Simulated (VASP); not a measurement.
# GaP (F-43m) in VASP: further runs

The runs below take GaP through single point, relaxation of cell and atoms, with LDA.

All numbers are computed with VASP 6.6.1; they aren't measurements. Logs are shortened: lines on timing, memory, paths and dates and some standing lists are left out, and cuts for length are marked.

### 1 The cell of the first run

Symmetry: F-43m, No. 216, cubic system. The conventional cell has a = 5.391 Å, b = 5.391 Å, c = 5.391 Å, α = 90.00°, β = 90.00°, γ = 90.00°. Ga (site symmetry -43m) has 4 P at 2.33 Å within 3.1 Å. Within 3.1 Å of P (site symmetry -43m) lie 4 Ga at 2.33 Å.

### 2 Single point, LDA

INCAR reads:

```
SYSTEM = GaP
ALGO = Normal
EDIFF = 1E-6
ENCUT = 500
GGA = CA
GGA_COMPAT = .False.
ISIF = 2
ISMEAR = 1
LASPH = .True.
LCHARG = .True.
LELF = .True.
LREAL = .False.
LVHAR = .True.
LWAVE = .False.
NBANDS = 16
NELM = 120
PREC = Accurate
SIGMA = 0.01
```

KPOINTS reads:

```
k-points
0
Gamma
  7 7 7
  0 0 0
```

POSCAR reads:

```
GaP
1.0
    0.0000000000      2.6956026760      2.6956026760
    2.6956026760      0.0000000000      2.6956026760
    2.6956026760      2.6956026760      0.0000000000
Ga P
1 1
Direct
    0.0000000000      0.0000000000      0.0000000000
    0.2500000000      0.2500000000      0.2500000000
```

Potentials or basis: VASP PAW LDA potentials, release 64 (Ga_d, P).

Started as:

```
cat potpaw_LDA.64/Ga_d/POTCAR potpaw_LDA.64/P/POTCAR > POTCAR
mpirun -np 1 vasp_std > vasp.out
```

OUTCAR:

```text
SYSTEM = GaP
   EDIFF = 1E-6
   ENCUT = 500
   GGA = CA
   ISIF = 2
   ISMEAR = 1
   LASPH = .True.
   LREAL = .False.
   NELM = 120
   PREC = Accurate

 ion  position               nearest neighbor table
   1  0.000  0.000  0.000-   2 2.33   2 2.33   2 2.33   2 2.33
   2  0.250  0.250  0.250-   1 2.33   1 2.33   1 2.33   1 2.33

  LATTYP: Found a face centered cubic cell.
 ALAT       =     5.3912053520

  Lattice vectors:

 A1 = (   0.0000000000,   2.6956026760,   2.6956026760)
 A2 = (   2.6956026760,   0.0000000000,   2.6956026760)
 A3 = (   2.6956026760,   2.6956026760,   0.0000000000)

Analysis of symmetry for initial positions (statically):
=====================================================================
 Subroutine PRICEL returns:
 Original cell was already a primitive cell.

 Routine SETGRP: Setting up the symmetry group for a
 face centered cubic supercell.

 Subroutine GETGRP returns: Found 24 space group operations
 (whereof 24 operations were pure point group operations)
 out of a pool of 48 trial point group operations.

The static configuration has the point symmetry T_d .

Analysis of symmetry for dynamics (positions and initial velocities):
=====================================================================
 Subroutine PRICEL returns:
 Original cell was already a primitive cell.

 Routine SETGRP: Setting up the symmetry group for a
 face centered cubic supercell.

 Subroutine GETGRP returns: Found 24 space group operations
 (whereof 24 operations were pure point group operations)
 out of a pool of 48 trial point group operations.

The dynamic configuration has the point symmetry T_d .

 Subroutine INISYM returns: Found 24 space group operations
 (whereof 24 operations are pure point group operations),
 and found     1 'primitive' translations

----------------------------------------------------------------------------------------

                                     Primitive cell

  volume of cell :      39.1740

  direct lattice vectors                    reciprocal lattice vectors
     0.000000000  2.695602676  2.695602676    -0.185487277  0.185487277  0.185487277
     2.695602676  0.000000000  2.695602676     0.185487277 -0.185487277  0.185487277
     2.695602676  2.695602676  0.000000000     0.185487277  0.185487277 -0.185487277

  length of vectors
     3.812157863  3.812157863  3.812157863     0.321273388  0.321273388  0.321273388

  position of ions in fractional coordinates (direct lattice)
     0.000000000  0.000000000  0.000000000
     0.250000000  0.250000000  0.250000000

  ion indices of the primitive-cell ions
   primitive index   ion index
                 1           1
                 2           2

----------------------------------------------------------------------------------------

 KPOINTS: k-points

Automatic generation of k-mesh.
 Grid dimensions read from file:
 generate k-points for:    7    7    7

 Generating k-lattice:

  Cartesian coordinates                     Fractional coordinates (reciprocal lattice)
    -0.026498182  0.026498182  0.026498182     0.142857143  0.000000000  0.000000000
     0.026498182 -0.026498182  0.026498182     0.000000000  0.142857143  0.000000000
     0.026498182  0.026498182 -0.026498182     0.000000000  0.000000000  0.142857143

  Length of vectors
     0.045896198  0.045896198  0.045896198

  Shift w.r.t. Gamma in fractional coordinates (k-lattice)
     0.000000000  0.000000000  0.000000000

 Subroutine IBZKPT returns following result:
 ===========================================

 Found     20 irreducible k-points:

 Following reciprocal coordinates:
            Coordinates               Weight
  0.000000  0.000000  0.000000      1.000000
  0.142857  0.000000  0.000000      8.000000
  0.285714  0.000000  0.000000      8.000000
  0.428571  0.000000  0.000000      8.000000
  0.142857  0.142857  0.000000      6.000000
  0.285714  0.142857  0.000000     24.000000
[... 12 lines left out ...]
 -0.428571  0.428571  0.142857     24.000000
 -0.285714  0.428571  0.142857     24.000000
   k-points           NKPTS =     20   k-points in BZ     NKDIM =     20   number of bands    NBANDS=     16
   number of dos      NEDOS =    301   number of ions     NIONS =      2
   total plane-waves  NPLWV =  21952
   dimension x,y,z NGX =    28 NGY =   28 NGZ =   28
   dimension x,y,z NGXF=    56 NGYF=   56 NGZF=   56
   ions per type =               1   1
   NGX,Y,Z   is equivalent  to a cutoff of  12.21, 12.21, 12.21 a.u.
   NGXF,Y,Z  is equivalent  to a cutoff of  24.42, 24.42, 24.42 a.u.
 SYSTEM =  GaP
   PREC   = accura    normal or accurate (medium, high low for compatibility)
   ISTART =      0    job   : 0-new  1-cont  2-samecut
   ICHARG =      2    charge: 1-file 2-atom 10-const
   ISPIN  =      1    spin polarized calculation?
   LNONCOLLINEAR =      F non collinear calculations
   LSORBIT =      F    spin-orbit coupling
   LASPH  =      T    aspherical Exc in radial PAW
   ENCUT  =  500.0 eV  36.75 Ry    6.06 a.u.   6.95  6.95  6.95*2*pi/ulx,y,z
   NELM   =    120;   NELMIN=  2; NELMDL= -5     # of ELM steps
   EDIFF  = 0.1E-05   stopping-criterion for ELM
   LREAL  =      F    real-space projection
   EDIFFG = 0.1E-04   stopping-criterion for IOM
   NSW    =      0    number of steps for IOM
   IBRION =     -1    ionic relax: 0-MD 1-quasi-New 2-CG
   NFREE  =      0    steps in history (QN), initial steepest desc. (CG)
   ISIF   =      2    stress and relaxation
   ISYM   =      2    0-nonsym 1-usesym 2-fastsym
   POTIM  = 0.5000    time-step for ionic-motion
   TEBEG  =    0.0;   TEEND  =   0.0 temperature during run
   PSTRESS=    0.0 pullay stress
   NELECT =      18.0000    total number of electrons
   NUPDOWN=      -1.0000    fix difference up-down
   EMIN   =  10.00;   EMAX   =-10.00  energy-range for DOS
   EFERMI =   0.00;   METHOD = LEGACY
   ISMEAR =     1;   SIGMA  =   0.01  broadening in eV -4-tet -1-fermi 0-gaus
   EFERMI_NEDOS =   21; number of points for ismear=-14 and -15
   IALGO  =     38    algorithm
   IMIX   =      4    mixing-type and parameters
     AMIX     =   0.40;   BMIX     =  1.00
     AMIX_MAG =   1.60;   BMIX_MAG =  1.00
  volume/ion in A,a.u.               =      19.59       132.18
  Fermi-wavevector in a.u.,A,eV,Ry     =   1.263280  2.387254 21.713233  1.595878
  Thomas-Fermi vector in A             =   2.396645
   LORBIT       =      0    0 simple, 1 ext, 2 COOP (PROOUT), +10 PAW based schemes
   GGA     = CA    functional components
   LHFCALC =     F    Hartree Fock is set to
   AEXX    =    0.0000 exact exchange contribution
   IVDW    =     0    specifies the selected vdW correction
   LEPSILON=     F    determine dielectric tensor
   LRPA    =     F    only Hartree local field effects (RPA)
 non-spin polarized calculation
 Methfessel and Paxton  Order N= 1 SIGMA  =   0.01
  energy-cutoff  :      500.00
  volume of cell :       39.17
 maximum number of plane-waves:      1006
   NGX = 13   NGY = 13   NGZ = 13

 number of electron      17.9999998 magnetization

 Free energy of the ion-electron system (eV)
  ---------------------------------------------------
  ext. energy  EPLUGINS =         0.00000000
  ---------------------------------------------------
  free energy    TOTEN  =       -10.44645001 eV

  energy without entropy =      -10.44645508  energy(sigma->0) =      -10.44645170

 E-fermi :   4.8597     XC(G=0): -10.3106

 val. band max:        4.8512389382   @ k =   0.0000   0.0000   0.0000
 cond. band min:       6.2324551378   @ k =   0.4286   0.4286   0.0000
 fundamental gap:      1.3812161996
 Fermi energy:         4.8596575225

 k-point     1 :       0.0000    0.0000    0.0000
  band No.  band energies     occupation
      1      -9.9171      2.00000
      2      -9.9171      2.00000
      3      -9.9171      2.00000
      4      -9.8089      2.00000
      5      -9.8089      2.00000
      6      -7.9103      2.00000
[... 8 lines left out ...]
     15      14.6943      0.00000
     16      14.6943      0.00000

 k-point     2 :       0.1429    0.0000    0.0000
  band No.  band energies     occupation
      1      -9.9357      2.00000
      2      -9.9106      2.00000
      3      -9.9106      2.00000
      4      -9.8089      2.00000
      5      -9.8089      2.00000
      6      -7.6356      2.00000
[... 8 lines left out ...]
     15      13.9084      0.00000
     16      14.6098      0.00000

 k-point     3 :       0.2857    0.0000    0.0000
  band No.  band energies     occupation
      1      -9.9728      2.00000
      2      -9.8981      2.00000
      3      -9.8981      2.00000
      4      -9.8065      2.00000
      5      -9.8065      2.00000
      6      -6.8701      2.00000
[... 8 lines left out ...]
     15      14.0297      0.00000
     16      14.4665      0.00000

 k-point     4 :       0.4286    0.0000    0.0000
  band No.  band energies     occupation
      1      -9.9996      2.00000
      2      -9.8910      2.00000
      3      -9.8910      2.00000
      4      -9.8017      2.00000
      5      -9.8017      2.00000
      6      -5.9199      2.00000
[... 8 lines left out ...]
     15      15.8657      0.00000
     16      15.8657      0.00000

 k-point     5 :       0.1429    0.1429    0.0000
  band No.  band energies     occupation
      1      -9.9473      2.00000
      2      -9.9042      2.00000
      3      -9.9042      2.00000
      4      -9.8150      2.00000
      5      -9.8043      2.00000
      6      -7.5447      2.00000
[... 8 lines left out ...]
     15      15.0186      0.00000
     16      15.1551      0.00000

 k-point     6 :       0.2857    0.1429    0.0000
  band No.  band energies     occupation
      1      -9.9758      2.00000
      2      -9.8935      2.00000
      3      -9.8906      2.00000
      4      -9.8190      2.00000
      5      -9.8002      2.00000
      6      -6.9397      2.00000
[... 8 lines left out ...]
     15      15.1686      0.00000
     16      16.1463      0.00000

 k-point     7 :       0.4286    0.1429    0.0000
  band No.  band energies     occupation
      1      -9.9993      2.00000
      2      -9.8876      2.00000
      3      -9.8819      2.00000
      4      -9.8148      2.00000
      5      -9.7978      2.00000
      6      -5.9987      2.00000
[... 8 lines left out ...]
     15      16.2263      0.00000
     16      16.5202      0.00000

 k-point     8 :      -0.4286    0.1429    0.0000
  band No.  band energies     occupation
      1     -10.0048      2.00000
      2      -9.8868      2.00000
      3      -9.8816      2.00000
      4      -9.8068      2.00000
      5      -9.8020      2.00000
      6      -5.5455      2.00000
[... 8 lines left out ...]
     15      15.4745      0.00000
     16      16.6769      0.00000

 k-point     9 :      -0.2857    0.1429    0.0000
  band No.  band energies     occupation
      1      -9.9887      2.00000
      2      -9.8899      2.00000
      3      -9.8893      2.00000
      4      -9.8104      2.00000
      5      -9.8038      2.00000
      6      -6.3286      2.00000
[... 8 lines left out ...]
     15      15.6616      0.00000
     16      16.8911      0.00000
[... 96 lines left out ...]
 k-point    15 :       0.4286    0.4286    0.0000
  band No.  band energies     occupation
      1     -10.0361      2.00000
      2      -9.8493      2.00000
      3      -9.8493      2.00000
      4      -9.8472      2.00000
      5      -9.7860      2.00000
      6      -5.1172      2.00000
[... 8 lines left out ...]
     15      17.1072      0.00000
     16      18.7693      0.00000

 k-point    16 :      -0.4286    0.4286    0.0000
  band No.  band energies     occupation
      1     -10.0341      2.00000
      2      -9.8561      2.00000
      3      -9.8488      2.00000
      4      -9.8408      2.00000
      5      -9.7887      2.00000
      6      -4.7274      2.00000
[... 8 lines left out ...]
     15      16.3966      0.00000
     16      18.5394      0.00000

 k-point    17 :       0.4286    0.2857    0.1429
  band No.  band energies     occupation
      1      -9.9976      2.00000
      2      -9.8838      2.00000
      3      -9.8765      2.00000
      4      -9.8232      2.00000
      5      -9.7976      2.00000
      6      -6.2256      2.00000
[... 8 lines left out ...]
     15      16.9423      0.00000
     16      17.4613      0.00000

 k-point    18 :      -0.4286    0.2857    0.1429
  band No.  band energies     occupation
      1     -10.0096      2.00000
      2      -9.8822      2.00000
      3      -9.8667      2.00000
      4      -9.8193      2.00000
      5      -9.7998      2.00000
      6      -5.3515      2.00000
[... 8 lines left out ...]
     15      16.3788      0.00000
     16      18.0022      0.00000

 k-point    19 :      -0.4286    0.4286    0.1429
  band No.  band energies     occupation
      1     -10.0249      2.00000
      2      -9.8663      2.00000
      3      -9.8538      2.00000
      4      -9.8339      2.00000
      5      -9.7926      2.00000
      6      -4.9801      2.00000
[... 8 lines left out ...]
     15      17.2700      0.00000
     16      18.4408      0.00000

 k-point    20 :      -0.2857    0.4286    0.1429
  band No.  band energies     occupation
      1     -10.0185      2.00000
      2      -9.8755      2.00000
      3      -9.8543      2.00000
      4      -9.8258      2.00000
      5      -9.7992      2.00000
      6      -4.7668      2.00000
[... 8 lines left out ...]
     15      16.4341      0.00000
     16      19.0092      0.00000

------------------------ aborting loop because EDIFF is reached ----------------------------------------

  FORCE on cell =-STRESS in cart. coord.  units (eV):
  Direction    XX          YY          ZZ          XY          YZ          ZX
  --------------------------------------------------------------------------------------
  -------------------------------------------------------------------------------------
  Total        0.0206833      0.0206833      0.0206833      0.0000000      0.0000000      0.0000000
  in kB        0.8459257      0.8459257      0.8459257      0.0000000      0.0000000      0.0000000
  external PRESSURE =       0.8459257 kB  Pullay stress =       0.0000000 kB

 VOLUME and BASIS-vectors are now :
 -----------------------------------------------------------------------------
  energy-cutoff  :      500.00
  volume of cell :       39.17
      direct lattice vectors                 reciprocal lattice vectors
     0.000000000  2.695602676  2.695602676    -0.185487277  0.185487277  0.185487277
     2.695602676  0.000000000  2.695602676     0.185487277 -0.185487277  0.185487277
     2.695602676  2.695602676  0.000000000     0.185487277  0.185487277 -0.185487277

 POSITION                                       TOTAL-FORCE (eV/Angst)
 -----------------------------------------------------------------------------------
      0.00000      0.00000      0.00000         0.000000      0.000000      0.000000
      1.34780      1.34780      1.34780        -0.000000     -0.000000     -0.000000
 -----------------------------------------------------------------------------------
    total drift:                                0.000000      0.000000      0.000000

  FREE ENERGIE OF THE ION-ELECTRON SYSTEM (eV)
  ---------------------------------------------------
  free  energy   TOTEN  =       -10.4464500120 eV

  energy  without entropy=      -10.4464550831  energy(sigma->0) =      -10.44645170
```

Wall time 11 s (1 thread of Intel Xeon Platinum 8259CL at 2.50GHz (Skylake/Cascade Lake), shared host); peak memory 0.14 GiB.

What came out:

```
Free energy            : -10.4465 eV
Pressure               : 0.1 GPa
Band gap on the k mesh : 1.38 eV (least direct gap 1.91 eV)
```

Caveat: an odd mesh through Γ misses points on the zone boundary, where band edges can lie.

### 3 Relaxation of cell and atoms, LDA

This run uses another cell than the first one, of 20.46 Å³/atom.

INCAR reads:

```
ALGO     = Normal         # electronic algorithm
EDIFF    = 1E-7           # SCF threshold, eV
EDIFFG   = -0.02          # ionic threshold
ENCUT    = 500            # plane-wave cutoff, eV
GGA_COMPAT= F            
IBRION   = 2              # ionic algorithm
ISIF     = 3              # what is computed and relaxed
ISMEAR   = 1              # smearing method
LASPH    = T              # aspherical terms in the spheres
LCHARG   = F              # write CHGCAR
LREAL    = F              # projectors in reciprocal space
LWAVE    = F              # write WAVECAR
NELM     = 120            # most SCF steps
NELMIN   = 4            
NSW      = 80             # ionic steps
PREC     = Accurate       # precision mode
SIGMA    = 0.01           # smearing width, eV
```

KPOINTS reads:

```
k-points
0
Gamma
  7 7 7
```

POSCAR reads:

```
GaP
1.0
    0.0000000000      2.7350000000      2.7350000000
    2.7350000000      0.0000000000      2.7350000000
    2.7350000000      2.7350000000      0.0000000000
Ga P
1 1
Direct
    0.0000000000      0.0000000000      0.0000000000
    0.2500000000      0.2500000000      0.2500000000
```

Potentials or basis: VASP PAW LDA potentials, release 64 (Ga_d, P).

Started as:

```
cat potpaw_LDA.64/Ga_d/POTCAR potpaw_LDA.64/P/POTCAR > POTCAR
mpirun -np 1 vasp_std > vasp.out
```

Wall time 24 s (1 thread of Intel Xeon Platinum 8259CL at 2.50GHz (Skylake/Cascade Lake), shared host); peak memory 0.14 GiB.

The run converged. Its results:

* Free energy: -10.4467 eV
* Relaxed volume: 19.61 Å³/atom
* Relaxed cell: a = 3.814 Å, b = 3.814 Å, c = 3.814 Å, α = 60.00°, β = 60.00°, γ = 60.00°
* Space group after relaxing (to 0.1 Å): F-43m (No. 216)
* Energy gained by relaxing: 9.5 meV/atom
* Ionic steps: 3
* Pressure after relaxing: 0.0 GPa
* Band gap on the k mesh: 1.38 eV (least direct gap 1.90 eV)

Step by step:
| step | energy change (eV) | largest force (eV/Å) | pressure (GPa) | volume (Å³) |
| --- | --- | --- | --- | --- |
| 1 | 0.0000 | 0.0000 | -3.46 | 40.92 |
| 2 | -0.0133 | 0.0000 | 2.12 | 38.36 |
| 3 | -0.0190 | 0.0000 | -0.02 | 39.23 |

Final structure:
```
CELL_PARAMETERS angstrom
0.00000 2.69682 2.69682
2.69682 0.00000 2.69682
2.69682 2.69682 0.00000
ATOMIC_POSITIONS crystal
Ga 0.00000 0.00000 0.00000
P 0.25000 0.25000 0.25000
```

Levels at points of the mesh, in eV from the valence-band top:
```
           k point  band 6  band 7  band 8  band 9  band 10  band 11  band 12  band 13
(0.00, 0.00, 0.00)  -12.75    0.00    0.00    0.00     1.90     3.78     3.78     3.78
```

Caveat: an odd mesh through Γ misses points on the zone boundary, where band edges can lie.
